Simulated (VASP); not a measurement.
# SiNi (Pnma) in VASP: further runs

The runs below take SiNi through single point, with PBE, LDA, PBEsol.

Everything below comes from runs of VASP 6.6.1. Logs are shortened: lines on timing, memory, paths and dates and some standing lists are left out, and cuts for length are marked.

## (1) The cell of the first run

The structure is orthorhombic, space group Pnma (No. 62). The conventional cell has a = 5.138 Å, b = 3.397 Å, c = 5.599 Å, α = 90.00°, β = 90.00°, γ = 90.00°. Si (site symmetry m) has 6 Ni at 2.29 to 2.41 Å and 2 Si at 2.68 Å within 3.0 Å. Within 3.0 Å of Ni (site symmetry m) lie 6 Si at 2.29 to 2.41 Å and 4 Ni at 2.66 to 2.71 Å.

## (2) Single point, PBE

INCAR

```
SYSTEM = SiNi
PREC = Accurate
ENCUT = 600
EDIFF = 1E-6
ISMEAR = 1
SIGMA = 0.1
LREAL = .FALSE.
LASPH = .TRUE.
NELM = 120
ALGO = Normal
ISIF = 2
LWAVE = .FALSE.
LCHARG = .FALSE.
GGA = PE
NBANDS = 70
GGA_COMPAT = .FALSE.
```

KPOINTS

```
regular mesh
0
G
  4 4 4
  0 0 0
```

POSCAR

```
SiNi
1.0
    0.0000000000      3.3970617239      5.5985037865
    5.1384090016      0.0000000000      5.5985037865
    5.1384090016      3.3970617239      0.0000000000
Si Ni
8 8
Direct
    0.2574661360      0.3283717869      0.4925338640
    0.7574661360      0.8283717869      0.9925338640
    0.2425338640      0.1716282131      0.0074661360
    0.7425338640      0.6716282131      0.5074661360
    0.1716282131      0.7425338640      0.5783717869
    0.6716282131      0.2425338640      0.0783717869
    0.3283717869      0.7574661360      0.9216282131
    0.8283717869      0.2574661360      0.4216282131
    0.2150833333      0.4734900679      0.0349166667
    0.7150833333      0.9734900679      0.5349166667
    0.2849166667      0.0265099321      0.4650833333
    0.7849166667      0.5265099321      0.9650833333
    0.0265099321      0.7849166667      0.2234900679
    0.5265099321      0.2849166667      0.7234900679
    0.4734900679      0.7150833333      0.2765099321
    0.9734900679      0.2150833333      0.7765099321
```

Potentials or basis: VASP PAW PBE potentials, release 64 (Si, Ni).

Run with:

```console
$ cat potpaw_PBE.64/Si/POTCAR potpaw_PBE.64/Ni/POTCAR > POTCAR
$ mpirun -np 1 vasp_std > vasp.out
```

OUTCAR:

```text
SYSTEM = SiNi
   PREC = Accurate
   ENCUT = 600
   EDIFF = 1E-6
   ISMEAR = 1
   LREAL = .FALSE.
   LASPH = .TRUE.
   NELM = 120
   ISIF = 2
   GGA = PE

 ion  position               nearest neighbor table
   1  0.257  0.328  0.493-  11 2.29  13 2.33  14 2.33  16 2.39   9 2.41  10 2.41   3 2.68   4 2.68

   2  0.757  0.828  0.993-  12 2.29  13 2.33  14 2.33  15 2.39  10 2.41   9 2.41   4 2.68   3 2.68

   3  0.243  0.172  0.007-   9 2.29  15 2.33  16 2.33  14 2.39  11 2.41  12 2.41   2 2.68   1 2.68

   4  0.743  0.672  0.507-  10 2.29  15 2.33  16 2.33  13 2.39  12 2.41  11 2.41   1 2.68   2 2.68

   5  0.172  0.743  0.578-  15 2.29  10 2.33   9 2.33  11 2.39  14 2.41  13 2.41   8 2.68   7 2.68

   6  0.672  0.243  0.078-  16 2.29  10 2.33   9 2.33  12 2.39  13 2.41  14 2.41   7 2.68   8 2.68

   7  0.328  0.757  0.922-  13 2.29  12 2.33  11 2.33   9 2.39  16 2.41  15 2.41   5 2.68   6 2.68

   8  0.828  0.257  0.422-  14 2.29  12 2.33  11 2.33  10 2.39  15 2.41  16 2.41   6 2.68   5 2.68

   9  0.215  0.473  0.035-   3 2.29   5 2.33   6 2.33   7 2.39   1 2.41   2 2.41  13 2.66  14 2.66
                            11 2.71  12 2.71
  10  0.715  0.973  0.535-   4 2.29   5 2.33   6 2.33   8 2.39   2 2.41   1 2.41  13 2.66  14 2.66
                            11 2.71  12 2.71
  11  0.285  0.027  0.465-   1 2.29   7 2.33   8 2.33   5 2.39   3 2.41   4 2.41  15 2.66  16 2.66
                             9 2.71  10 2.71
  12  0.785  0.527  0.965-   2 2.29   7 2.33   8 2.33   6 2.39   4 2.41   3 2.41  15 2.66  16 2.66
                             9 2.71  10 2.71
  13  0.027  0.785  0.223-   7 2.29   2 2.33   1 2.33   4 2.39   6 2.41   5 2.41   9 2.66  10 2.66
                            15 2.71  16 2.71
  14  0.527  0.285  0.723-   8 2.29   2 2.33   1 2.33   3 2.39   5 2.41   6 2.41   9 2.66  10 2.66
                            15 2.71  16 2.71
  15  0.473  0.715  0.277-   5 2.29   4 2.33   3 2.33   2 2.39   8 2.41   7 2.41  11 2.66  12 2.66
                            13 2.71  14 2.71
  16  0.973  0.215  0.777-   6 2.29   4 2.33   3 2.33   1 2.39   7 2.41   8 2.41  11 2.66  12 2.66
                            13 2.71  14 2.71

  LATTYP: Found a face centered orthorhombic cell.
 ALAT       =     6.7941234478
 B/A-ratio  =     1.5126039558
 C/A-ratio  =     1.6480429976

  Lattice vectors:

 A1 = (   5.1384090016,   0.0000000000,  -5.5985037865)
 A2 = (   0.0000000000,   3.3970617239,  -5.5985037865)
 A3 = (   5.1384090016,   3.3970617239,   0.0000000000)

Analysis of symmetry for initial positions (statically):
=====================================================================
 Subroutine PRICEL returns following result:

  LATTYP: Found a simple orthorhombic cell.
 ALAT       =     3.3970617239
 B/A-ratio  =     1.5126039558
 C/A-ratio  =     1.6480429976

  Lattice vectors:

 A1 = (   0.0000000000,  -3.3970617239,   0.0000000000)
 A2 = (   5.1384090016,   0.0000000000,   0.0000000000)
 A3 = (   0.0000000000,   0.0000000000,   5.5985037865)

   2 primitive cells build up your supercell.

 Routine SETGRP: Setting up the symmetry group for a
 face centered orthorhombic supercell.

 Subroutine GETGRP returns: Found  8 space group operations
 (whereof  2 operations were pure point group operations)
 out of a pool of  8 trial point group operations.

The static configuration has the point symmetry S_2 .
 The point group associated with its full space group is D_2h.

Analysis of symmetry for dynamics (positions and initial velocities):
=====================================================================
 Subroutine PRICEL returns following result:

  LATTYP: Found a simple orthorhombic cell.
 ALAT       =     3.3970617239
 B/A-ratio  =     1.5126039558
 C/A-ratio  =     1.6480429976

  Lattice vectors:

 A1 = (   0.0000000000,  -3.3970617239,   0.0000000000)
 A2 = (   5.1384090016,   0.0000000000,   0.0000000000)
 A3 = (   0.0000000000,   0.0000000000,   5.5985037865)

   2 primitive cells build up your supercell.

 Routine SETGRP: Setting up the symmetry group for a
 face centered orthorhombic supercell.

 Subroutine GETGRP returns: Found  8 space group operations
 (whereof  2 operations were pure point group operations)
 out of a pool of  8 trial point group operations.

The dynamic configuration has the point symmetry S_2 .
 The point group associated with its full space group is D_2h.

 Subroutine INISYM returns: Found  8 space group operations
 (whereof  2 operations are pure point group operations),
 and found     2 'primitive' translations

----------------------------------------------------------------------------------------

                                     Primitive cell

  volume of cell :      97.7246

  direct lattice vectors                    reciprocal lattice vectors
     0.000000000 -3.397061724  0.000000000     0.000000000 -0.294372043  0.000000000
     5.138409002  0.000000000  0.000000000     0.194612768  0.000000000  0.000000000
     0.000000000  0.000000000  5.598503787     0.000000000  0.000000000  0.178619152

  length of vectors
     3.397061724  5.138409002  5.598503787     0.294372043  0.194612768  0.178619152

  position of ions in fractional coordinates (direct lattice)
     0.250000000  0.820905651  0.585837923
     0.750000000  0.179094349  0.414162077
     0.250000000  0.320905651  0.914162077
     0.750000000  0.679094349  0.085837923
     0.750000000  0.508406735  0.688573401
     0.250000000  0.491593265  0.311426599
     0.750000000  0.008406735  0.811426599
     0.250000000  0.991593265  0.188573401

  ion indices of the primitive-cell ions
   primitive index   ion index
                 1           1
                 2           3
                 3           5
                 4           8
                 5           9
                 6          11
                 7          14
                 8          16

----------------------------------------------------------------------------------------

 KPOINTS: regular mesh

Automatic generation of k-mesh.
 Grid dimensions read from file:
 generate k-points for:    4    4    4

 Generating k-lattice:

  Cartesian coordinates                     Fractional coordinates (reciprocal lattice)
    -0.024326596  0.036796505  0.022327394     0.250000000  0.000000000  0.000000000
     0.024326596 -0.036796505  0.022327394     0.000000000  0.250000000  0.000000000
     0.024326596  0.036796505 -0.022327394     0.000000000  0.000000000  0.250000000

  Length of vectors
     0.049439646  0.049439646  0.049439646

  Shift w.r.t. Gamma in fractional coordinates (k-lattice)
     0.000000000  0.000000000  0.000000000

 Subroutine IBZKPT returns following result:
 ===========================================

 Found     18 irreducible k-points:

 Following reciprocal coordinates:
            Coordinates               Weight
  0.000000  0.000000  0.000000      1.000000
  0.250000 -0.000000  0.000000      8.000000
  0.500000 -0.000000  0.000000      4.000000
  0.250000  0.250000  0.000000      2.000000
  0.500000  0.250000 -0.000000      8.000000
 -0.250000  0.250000  0.000000      4.000000
[... 10 lines left out ...]
 -0.250000  0.250000  0.500000      2.000000
  0.000000  0.500000  0.500000      1.000000
   k-points           NKPTS =     18   k-points in BZ     NKDIM =     18   number of bands    NBANDS=     70
   number of dos      NEDOS =    301   number of ions     NIONS =     16
   total plane-waves  NPLWV = 172800
   dimension x,y,z NGX =    54 NGY =   64 NGZ =   50
   dimension x,y,z NGXF=   108 NGYF=  128 NGZF=  100
   ions per type =               8   8
   NGX,Y,Z   is equivalent  to a cutoff of  13.71, 14.00, 13.49 a.u.
   NGXF,Y,Z  is equivalent  to a cutoff of  27.42, 28.00, 26.99 a.u.
 SYSTEM =  SiNi
   PREC   = accura    normal or accurate (medium, high low for compatibility)
   ISTART =      0    job   : 0-new  1-cont  2-samecut
   ICHARG =      2    charge: 1-file 2-atom 10-const
   ISPIN  =      1    spin polarized calculation?
   LNONCOLLINEAR =      F non collinear calculations
   LSORBIT =      F    spin-orbit coupling
   LASPH  =      T    aspherical Exc in radial PAW
   ENCUT  =  600.0 eV  44.10 Ry    6.64 a.u.  13.08 15.18 12.30*2*pi/ulx,y,z
   NELM   =    120;   NELMIN=  2; NELMDL= -5     # of ELM steps
   EDIFF  = 0.1E-05   stopping-criterion for ELM
   LREAL  =      F    real-space projection
   EDIFFG = 0.1E-04   stopping-criterion for IOM
   NSW    =      0    number of steps for IOM
   IBRION =     -1    ionic relax: 0-MD 1-quasi-New 2-CG
   NFREE  =      0    steps in history (QN), initial steepest desc. (CG)
   ISIF   =      2    stress and relaxation
   ISYM   =      2    0-nonsym 1-usesym 2-fastsym
   POTIM  = 0.5000    time-step for ionic-motion
   TEBEG  =    0.0;   TEEND  =   0.0 temperature during run
   PSTRESS=    0.0 pullay stress
   NELECT =     112.0000    total number of electrons
   NUPDOWN=      -1.0000    fix difference up-down
   EMIN   =  10.00;   EMAX   =-10.00  energy-range for DOS
   EFERMI =   0.00;   METHOD = LEGACY
   ISMEAR =     1;   SIGMA  =   0.10  broadening in eV -4-tet -1-fermi 0-gaus
   EFERMI_NEDOS =   21; number of points for ismear=-14 and -15
   IALGO  =     38    algorithm
   IMIX   =      4    mixing-type and parameters
     AMIX     =   0.40;   BMIX     =  1.00
     AMIX_MAG =   1.60;   BMIX_MAG =  1.00
  volume/ion in A,a.u.               =      12.22        82.43
  Fermi-wavevector in a.u.,A,eV,Ry     =   1.359783  2.569617 25.157291  1.849009
  Thomas-Fermi vector in A             =   2.486501
   LORBIT       =      0    0 simple, 1 ext, 2 COOP (PROOUT), +10 PAW based schemes
   GGA     = PE    functional components
   LHFCALC =     F    Hartree Fock is set to
   AEXX    =    0.0000 exact exchange contribution
   IVDW    =     0    specifies the selected vdW correction
   LEPSILON=     F    determine dielectric tensor
   LRPA    =     F    only Hartree local field effects (RPA)
 non-spin polarized calculation
 Methfessel and Paxton  Order N= 1 SIGMA  =   0.10
  energy-cutoff  :      600.00
  volume of cell :      195.45
 maximum number of plane-waves:      6554
 NGX is ok and might be reduce to    54
   NGX = 27   NGY = 31   NGZ = 25

 number of electron     111.9999998 magnetization

 Free energy of the ion-electron system (eV)
  ---------------------------------------------------
  ext. energy  EPLUGINS =         0.00000000
  ---------------------------------------------------
  free energy    TOTEN  =       -95.18465962 eV

  energy without entropy =      -95.18335031  energy(sigma->0) =      -95.18422318

 E-fermi :  10.3427     XC(G=0): -12.1700

 val. band max:       10.3409275550   @ k =   0.5000  -0.2500   0.2500
 cond. band min:      10.4093986899   @ k =  -0.2500   0.0000   0.2500
 fundamental gap:      0.0684711349
 Fermi energy:        10.3427466354

 k-point     1 :       0.0000    0.0000    0.0000
  band No.  band energies     occupation
      1      -2.6094      2.00000
      2       0.7784      2.00000
      3       1.7268      2.00000
      4       1.7268      2.00000
      5       1.7268      2.00000
      6       1.7268      2.00000
[... 60 lines left out ...]
     67      13.8059      0.00000
     68      14.0182      0.00000

 k-point     2 :       0.2500   -0.0000    0.0000
  band No.  band energies     occupation
      1      -2.2571      2.00000
      2       0.3154      2.00000
      3       0.5214      2.00000
      4       0.8975      2.00000
      5       2.0096      2.00000
      6       2.0374      2.00000
[... 1125 lines left out ...]
     67      14.0266      0.00000
     68      14.0266      0.00000

 k-point    18 :       0.0000    0.5000    0.5000
  band No.  band energies     occupation
      1      -1.3036      2.00000
      2      -1.3036      2.00000
      3       1.2120      2.00000
      4       1.2120      2.00000
      5       1.4580      2.00000
      6       1.4580      2.00000
[... 60 lines left out ...]
     67      14.5595      0.00000
     68      14.5595      0.00000
 [bands above 68 left out]

------------------------ aborting loop because EDIFF is reached ----------------------------------------

  FORCE on cell =-STRESS in cart. coord.  units (eV):
  Direction    XX          YY          ZZ          XY          YZ          ZX
  --------------------------------------------------------------------------------------
  -------------------------------------------------------------------------------------
  Total        0.3651001     -0.7511317      0.2743636      0.0000000      0.0000000      0.0000000
  in kB        2.9928745     -6.1573326      2.2490700      0.0000000      0.0000000      0.0000000
  external PRESSURE =      -0.3051293 kB  Pullay stress =       0.0000000 kB

 VOLUME and BASIS-vectors are now :
 -----------------------------------------------------------------------------
  energy-cutoff  :      600.00
  volume of cell :      195.45
      direct lattice vectors                 reciprocal lattice vectors
     0.000000000  3.397061724  5.598503787    -0.097306384  0.147186022  0.089309576
     5.138409002  0.000000000  5.598503787     0.097306384 -0.147186022  0.089309576
     5.138409002  3.397061724  0.000000000     0.097306384  0.147186022 -0.089309576

 POSITION                                       TOTAL-FORCE (eV/Angst)
 -----------------------------------------------------------------------------------
      4.21815      2.54780      3.27982         0.015723      0.000000      0.004238
      9.35656      5.94486      8.87832         0.015723      0.000000      0.004238
      0.92026      0.84927      2.31869        -0.015723      0.000000     -0.004238
      6.05867      4.24633      7.91719        -0.015723      0.000000     -0.004238
      6.78735      2.54780      5.11794         0.015723      0.000000     -0.004238
      1.64894      2.54780      5.11794         0.015723      0.000000     -0.004238
[... 8 lines left out ...]
      5.09521      2.54780      6.65423        -0.012349      0.000000     -0.002899
      5.09521      5.94486      6.65423        -0.012349      0.000000     -0.002899
 -----------------------------------------------------------------------------------
    total drift:                               -0.000000      0.000000      0.000000

  FREE ENERGIE OF THE ION-ELECTRON SYSTEM (eV)
  ---------------------------------------------------
  free  energy   TOTEN  =       -95.1846596177 eV

  energy  without entropy=      -95.1833503138  energy(sigma->0) =      -95.18422318
```

Run time: 11 min. Hardware: 1 thread of Oxide Virtual Turin-like, shared host; peak memory 0.52 GiB.

Results:

```yaml
Free_energy: -95.1847 eV
Pressure: 0.0 GPa
Largest_force: 0.016 eV/Å
Band_gap_on_the_k_mesh: zero (bands 56 and 57 overlap by 0.45 eV)
```

Forces on the atoms (eV/Å):
```
Si   0.016  0.000  0.004
Si   0.016  0.000  0.004
Si  -0.016  0.000 -0.004
Si  -0.016  0.000 -0.004
Si   0.016  0.000 -0.004
Si   0.016  0.000 -0.004
Si  -0.016  0.000  0.004
Si  -0.016  0.000  0.004
Ni   0.012  0.000 -0.003
Ni   0.012  0.000 -0.003
Ni  -0.012  0.000  0.003
Ni  -0.012  0.000  0.003
Ni   0.012  0.000  0.003
Ni   0.012  0.000  0.003
Ni  -0.012  0.000 -0.003
Ni  -0.012  0.000 -0.003
```

[end of part 1 of 2]

The gap in the log of VASP goes by the Fermi energy; the results here count the filled bands.